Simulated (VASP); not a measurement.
The system is CsPbBr3.

```
CELL_PARAMETERS angstrom
5.94296 0.00000 0.00000
0.00000 5.94296 0.00000
0.00000 0.00000 5.94296
ATOMIC_POSITIONS crystal
Cs 0.00000 0.00000 0.00000
Pb 0.50000 0.50000 0.50000
Br 0.50000 0.50000 0.00000
Br 0.50000 0.00000 0.50000
Br 0.00000 0.50000 0.50000
```

Base run:

```yaml
Program: VASP 6.6.1
Functional: r2SCAN
Potentials_or_basis: VASP PAW PBE potentials, release 64 (Cs_sv, Pb_d, Br)
Cutoff: 520 eV
k_mesh: 4 × 4 × 4
Occupations: gaussian, width 0.01 eV
Spin: no spin polarisation
```

Its results: band gap on the k mesh 2.06 eV; pressure 0.0 GPa.

The run is repeated on the same cell with these changes: functional from r2SCAN to PBE; occupations from gaussian, width 0.01 eV to fermi-dirac, width 0.02 eV. What comes out?

Band gap on the k mesh 1.67 eV; pressure 0.7 GPa.

Caveats: spin-orbit coupling is left out, which moves the levels of the heavy elements; the PAW data sets were made with another functional, which shifts forces and pressure a little (at least some runs).

A k mesh can miss the band edges.
